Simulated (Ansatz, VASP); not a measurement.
# NaH: VASP beside Ansatz

```
CELL_PARAMETERS angstrom
0.00000 2.41521 2.41521
2.41521 0.00000 2.41521
2.41521 2.41521 0.00000
ATOMIC_POSITIONS crystal
Na 0.00000 0.00000 0.00000
H 0.50000 0.50000 0.50000
```

Alike in both runs: functional PBE; k mesh 8 × 8 × 8; occupations gaussian, width 0.02 eV; no spin polarisation.

Ansatz relaxed the structure, and its values are those at the end. VASP's run is a single point on that final structure, the one shown.

|  | VASP | Ansatz |
| --- | --- | --- |
| version | VASP 6.6.1 | Ansatz 0.2.0 |
| potentials or method | VASP PAW PBE potentials, release 64 (Na_pv, H), cutoff 520 eV | scalar-relativistic, plane waves, PAW |
| valence electrons in the cell | 8 | 10 |

```csv
,VASP,Ansatz,Ansatz less VASP
gap on the k mesh at the Fermi level (eV),3.76,3.76,+0.002
least direct gap on the mesh (eV),4.62,4.62,+0.005
pressure (GPa),0.0,0.0,+0.03
```

The functional is the same, so the differences come from potentials, cutoffs and numerics. VASP's potentials hold 8 valence electrons a cell and Ansatz's 10, so a difference there can come from the potentials and not from the codes.
